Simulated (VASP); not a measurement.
# AlNi (Pm-3m) in VASP: further runs

The runs below take AlNi through single point, with PBEsol+D3(BJ), PBE+D3(BJ), PBE, BLYP.

Program: VASP 6.6.1. These are calculated values, not measurements. Logs are shortened: lines on timing, memory, paths and dates and some standing lists are left out, and cuts for length are marked.

## 1. The cell of the first run

The structure is cubic, space group Pm-3m (No. 221). The conventional cell has a = 2.830 Å, b = 2.830 Å, c = 2.830 Å, α = 90.00°, β = 90.00°, γ = 90.00°. Ni (site symmetry m-3m) has 8 Al at 2.45 Å and 6 Ni at 2.83 Å within 3.2 Å. Within 3.2 Å of Al (site symmetry m-3m) lie 8 Ni at 2.45 Å and 6 Al at 2.83 Å.

## 2. Single point, PBEsol+D3(BJ), collinear spin, ferromagnetic start

Input file INCAR:

```
SYSTEM = AlNi
ALGO = Normal
EDIFF = 1E-6
ENCUT = 520
GGA = PS
ISIF = 2
ISMEAR = -1
ISPIN = 2
IVDW = 12
LASPH = .TRUE.
LCHARG = .TRUE.
LELF = .TRUE.
LMAXMIX = 4
LORBIT = 11
LREAL = .FALSE.
LVHAR = .TRUE.
LWAVE = .FALSE.
MAGMOM = 1 0
NBANDS = 18
NELM = 150
PREC = Accurate
SIGMA = 0.05
```

Input file KPOINTS:

```
k-points
0
G
  9 9 9
  0 0 0
```

Input file POSCAR:

```
AlNi
1.0
    2.8304488982      0.0000000000      0.0000000000
    0.0000000000      2.8304488982      0.0000000000
    0.0000000000      0.0000000000      2.8304488982
Ni Al
1 1
Direct
    0.5000000000      0.5000000000      0.5000000000
    0.0000000000      0.0000000000      0.0000000000
```

Potentials or basis: VASP PAW PBE potentials, release 64 (Ni, Al).

On the command line:

```console
$ cat potpaw_PBE.64/Ni/POTCAR potpaw_PBE.64/Al/POTCAR > POTCAR
$ mpirun -np 1 vasp_std > vasp.out
```

OUTCAR:

```text
SYSTEM = AlNi
   EDIFF = 1E-6
   ENCUT = 520
   GGA = PS
   ISIF = 2
   ISMEAR = -1
   ISPIN = 2
   IVDW = 12
   LASPH = .TRUE.
   LORBIT = 11
   LREAL = .FALSE.
   NELM = 150
   PREC = Accurate
 IVDW          = 12

 ion  position               nearest neighbor table
   1  0.500  0.500  0.500-   2 2.45   2 2.45   2 2.45   2 2.45   2 2.45   2 2.45   2 2.45   2 2.45

   2  0.000  0.000  0.000-   1 2.45   1 2.45   1 2.45   1 2.45   1 2.45   1 2.45   1 2.45   1 2.45

  LATTYP: Found a simple cubic cell.
 ALAT       =     2.8304488982

  Lattice vectors:

 A1 = (   2.8304488982,   0.0000000000,   0.0000000000)
 A2 = (   0.0000000000,   2.8304488982,   0.0000000000)
 A3 = (   0.0000000000,   0.0000000000,   2.8304488982)

Analysis of symmetry for initial positions (statically):
=====================================================================
 Subroutine PRICEL returns:
 Original cell was already a primitive cell.

 Routine SETGRP: Setting up the symmetry group for a
 simple cubic supercell.

 Subroutine GETGRP returns: Found 48 space group operations
 (whereof 48 operations were pure point group operations)
 out of a pool of 48 trial point group operations.

The static configuration has the point symmetry O_h .

Analysis of symmetry for dynamics (positions and initial velocities):
=====================================================================
 Subroutine PRICEL returns:
 Original cell was already a primitive cell.

 Routine SETGRP: Setting up the symmetry group for a
 simple cubic supercell.

 Subroutine GETGRP returns: Found 48 space group operations
 (whereof 48 operations were pure point group operations)
 out of a pool of 48 trial point group operations.

The dynamic configuration has the point symmetry O_h .

Analysis of structural, dynamic, and magnetic symmetry:
=====================================================================
 Subroutine PRICEL returns:
 Original cell was already a primitive cell.

 Routine SETGRP: Setting up the symmetry group for a
 simple cubic supercell.

 Subroutine GETGRP returns: Found 48 space group operations
 (whereof 48 operations were pure point group operations)
 out of a pool of 48 trial point group operations.

The overall configuration has the point symmetry O_h .

 Subroutine INISYM returns: Found 48 space group operations
 (whereof 48 operations are pure point group operations),
 and found     1 'primitive' translations

----------------------------------------------------------------------------------------

                                     Primitive cell

  volume of cell :      22.6760

  direct lattice vectors                    reciprocal lattice vectors
     2.830448898  0.000000000  0.000000000     0.353300849  0.000000000  0.000000000
     0.000000000  2.830448898  0.000000000     0.000000000  0.353300849  0.000000000
     0.000000000  0.000000000  2.830448898     0.000000000  0.000000000  0.353300849

  length of vectors
     2.830448898  2.830448898  2.830448898     0.353300849  0.353300849  0.353300849

  position of ions in fractional coordinates (direct lattice)
     0.500000000  0.500000000  0.500000000
     0.000000000  0.000000000  0.000000000

  ion indices of the primitive-cell ions
   primitive index   ion index
                 1           1
                 2           2

----------------------------------------------------------------------------------------

 KPOINTS: k-points

Automatic generation of k-mesh.
 Grid dimensions read from file:
 generate k-points for:    9    9    9

 Generating k-lattice:

  Cartesian coordinates                     Fractional coordinates (reciprocal lattice)
     0.039255650  0.000000000  0.000000000     0.111111111  0.000000000  0.000000000
     0.000000000  0.039255650  0.000000000     0.000000000  0.111111111  0.000000000
     0.000000000  0.000000000  0.039255650     0.000000000  0.000000000  0.111111111

  Length of vectors
     0.039255650  0.039255650  0.039255650

  Shift w.r.t. Gamma in fractional coordinates (k-lattice)
     0.000000000  0.000000000  0.000000000

 Subroutine IBZKPT returns following result:
 ===========================================

 Found     35 irreducible k-points:

 Following reciprocal coordinates:
            Coordinates               Weight
  0.000000  0.000000  0.000000      1.000000
  0.111111  0.000000  0.000000      6.000000
  0.222222  0.000000  0.000000      6.000000
  0.333333  0.000000  0.000000      6.000000
  0.444444  0.000000  0.000000      6.000000
  0.111111  0.111111  0.000000     12.000000
[... 16 lines left out ...]
  0.333333  0.333333  0.111111     24.000000
  0.444444  0.333333  0.111111     48.000000
 [... further k-points ...]
   k-points           NKPTS =     35   k-points in BZ     NKDIM =     35   number of bands    NBANDS=     18
   number of dos      NEDOS =    301   number of ions     NIONS =      2
   total plane-waves  NPLWV =  13824
   dimension x,y,z NGX =    24 NGY =   24 NGZ =   24
   dimension x,y,z NGXF=    48 NGYF=   48 NGZF=   48
   ions per type =               1   1
   NGX,Y,Z   is equivalent  to a cutoff of  14.10, 14.10, 14.10 a.u.
   NGXF,Y,Z  is equivalent  to a cutoff of  28.19, 28.19, 28.19 a.u.
 SYSTEM =  AlNi
   PREC   = accura    normal or accurate (medium, high low for compatibility)
   ISTART =      0    job   : 0-new  1-cont  2-samecut
   ICHARG =      2    charge: 1-file 2-atom 10-const
   ISPIN  =      2    spin polarized calculation?
   LNONCOLLINEAR =      F non collinear calculations
   LSORBIT =      F    spin-orbit coupling
   LASPH  =      T    aspherical Exc in radial PAW
   ENCUT  =  520.0 eV  38.22 Ry    6.18 a.u.   5.26  5.26  5.26*2*pi/ulx,y,z
   NELM   =    150;   NELMIN=  2; NELMDL= -5     # of ELM steps
   EDIFF  = 0.1E-05   stopping-criterion for ELM
   LREAL  =      F    real-space projection
   EDIFFG = 0.1E-04   stopping-criterion for IOM
   NSW    =      0    number of steps for IOM
   IBRION =     -1    ionic relax: 0-MD 1-quasi-New 2-CG
   NFREE  =      0    steps in history (QN), initial steepest desc. (CG)
   ISIF   =      2    stress and relaxation
   ISYM   =      2    0-nonsym 1-usesym 2-fastsym
   POTIM  = 0.5000    time-step for ionic-motion
   TEBEG  =    0.0;   TEEND  =   0.0 temperature during run
   PSTRESS=    0.0 pullay stress
   NELECT =      13.0000    total number of electrons
   NUPDOWN=      -1.0000    fix difference up-down
   EMIN   =  10.00;   EMAX   =-10.00  energy-range for DOS
   EFERMI =   0.00;   METHOD = LEGACY
   ISMEAR =    -1;   SIGMA  =   0.05  broadening in eV -4-tet -1-fermi 0-gaus
   EFERMI_NEDOS =   21; number of points for ismear=-14 and -15
   IALGO  =     38    algorithm
   IMIX   =      4    mixing-type and parameters
     AMIX     =   0.40;   BMIX     =  1.00
     AMIX_MAG =   1.60;   BMIX_MAG =  1.00
  volume/ion in A,a.u.               =      11.34        76.51
  Fermi-wavevector in a.u.,A,eV,Ry     =   1.359985  2.569998 25.164763  1.849558
  Thomas-Fermi vector in A             =   2.486686
   LORBIT       =     11    0 simple, 1 ext, 2 COOP (PROOUT), +10 PAW based schemes
   GGA     = PS    functional components
   LHFCALC =     F    Hartree Fock is set to
   AEXX    =    0.0000 exact exchange contribution
   IVDW    =    12    specifies the selected vdW correction
   LEPSILON=     F    determine dielectric tensor
   LRPA    =     F    only Hartree local field effects (RPA)
 spin polarized calculation
  energy-cutoff  :      520.00
  volume of cell :       22.68
 maximum number of plane-waves:       627
 NGX is ok and might be reduce to    24
   NGX = 11   NGY = 11   NGZ = 11

 number of electron      12.9999993 magnetization      -0.0008248

 number of electron      12.9999993 magnetization       0.0001114

 Free energy of the ion-electron system (eV)
  ---------------------------------------------------
  ext. energy  EPLUGINS =         0.00000000
  ---------------------------------------------------
  free energy    TOTEN  =       -11.57109968 eV

  energy without entropy =      -11.56503998  energy(sigma->0) =      -11.56806983

 E-fermi :  10.6332     XC(G=0): -12.4270

 val. band max:       10.5686811432   @ k =   0.3333   0.1111   0.0000
 cond. band min:      10.6899366455   @ k =   0.3333   0.1111   0.1111
 fundamental gap:      0.1212555024
 Fermi energy:        10.6331802984

 spin component 1

 k-point     1 :       0.0000    0.0000    0.0000
  band No.  band energies     occupation
      1      -0.9117      1.00000
      2       7.1020      1.00000
      3       7.1020      1.00000
      4       8.9473      1.00000
      5       8.9473      1.00000
      6       8.9473      1.00000
[... 10 lines left out ...]
     17      34.5159      0.00000
     18      34.5159      0.00000
[... 463 lines left out ...]
 k-point    24 :       0.4444    0.3333    0.1111
  band No.  band energies     occupation
      1       4.3490      1.00000
      2       5.9354      1.00000
      3       7.4012      1.00000
      4       7.9248      1.00000
      5       8.5350      1.00000
      6       8.6999      1.00000
[... 10 lines left out ...]
     17      33.8668      0.00000
     18      37.9217      0.00000

 [... further k-points ...]

 spin component 2

 k-point     1 :       0.0000    0.0000    0.0000
  band No.  band energies     occupation
      1      -0.9117      1.00000
      2       7.1020      1.00000
      3       7.1020      1.00000
      4       8.9473      1.00000
      5       8.9473      1.00000
      6       8.9473      1.00000
[... 10 lines left out ...]
     17      34.5159      0.00000
     18      34.5159      0.00000
[... 463 lines left out ...]
 k-point    24 :       0.4444    0.3333    0.1111
  band No.  band energies     occupation
      1       4.3490      1.00000
      2       5.9353      1.00000
      3       7.4012      1.00000
      4       7.9248      1.00000
      5       8.5350      1.00000
      6       8.6998      1.00000
[... 10 lines left out ...]
     17      33.8668      0.00000
     18      37.9215      0.00000

 [... further k-points ...]

------------------------ aborting loop because EDIFF is reached ----------------------------------------

 Edisp (eV)   -0.86039

 E8    (eV) :    -0.5720

  FORCE on cell =-STRESS in cart. coord.  units (eV):
  Direction    XX          YY          ZZ          XY          YZ          ZX
  --------------------------------------------------------------------------------------
  -------------------------------------------------------------------------------------
  Total       0.02077     0.02077     0.02077    -0.00000    -0.00000    -0.00000
  in kB       1.46743     1.46743     1.46743    -0.00000    -0.00000    -0.00000
  external pressure =        1.47 kB  Pullay stress =        0.00 kB

 VOLUME and BASIS-vectors are now :
 -----------------------------------------------------------------------------
  energy-cutoff  :      520.00
  volume of cell :       22.68
      direct lattice vectors                 reciprocal lattice vectors
     2.830448898  0.000000000  0.000000000     0.353300849  0.000000000  0.000000000
     0.000000000  2.830448898  0.000000000     0.000000000  0.353300849  0.000000000
     0.000000000  0.000000000  2.830448898     0.000000000  0.000000000  0.353300849

 POSITION                                       TOTAL-FORCE (eV/Angst)
 -----------------------------------------------------------------------------------
      1.41522      1.41522      1.41522         0.000000      0.000000      0.000000
      0.00000      0.00000      0.00000         0.000000      0.000000      0.000000
 -----------------------------------------------------------------------------------
    total drift:                                0.000000      0.000000     -0.000000

  FREE ENERGIE OF THE ION-ELECTRON SYSTEM (eV)
  ---------------------------------------------------
  free  energy   TOTEN  =       -12.4314853311 eV

  energy  without entropy=      -12.4254256312  energy(sigma->0) =      -12.42845548

 total charge

# of ion       s       p       d       tot
------------------------------------------
    1        0.503   0.570   8.502   9.574
    2        0.388   0.436   0.000   0.825
--------------------------------------------------
tot          0.891   1.006   8.502  10.399

 magnetization (x)

# of ion       s       p       d       tot
------------------------------------------
    1       -0.000  -0.000   0.000  -0.000
    2        0.000   0.000   0.000   0.000
--------------------------------------------------
tot          0.000   0.000   0.000   0.000
```

Run time: 23 s. Hardware: 1 thread of Intel Xeon 8259CL, shared host; peak memory 0.17 GiB.

Results:

| Quantity | Value |
| --- | --- |
| Free energy | -12.4315 eV |
| Pressure | 0.1 GPa |
| Net moment | 0.00 μB per cell |
| Valence electrons inside the program's atomic spheres | Ni 9.57; Al 0.82 |
| Dispersion energy per atom | -0.430 eV |

Caveat: the PAW data sets were made with another functional, which shifts forces and pressure a little.

(Part 1 of 2 ends here.)
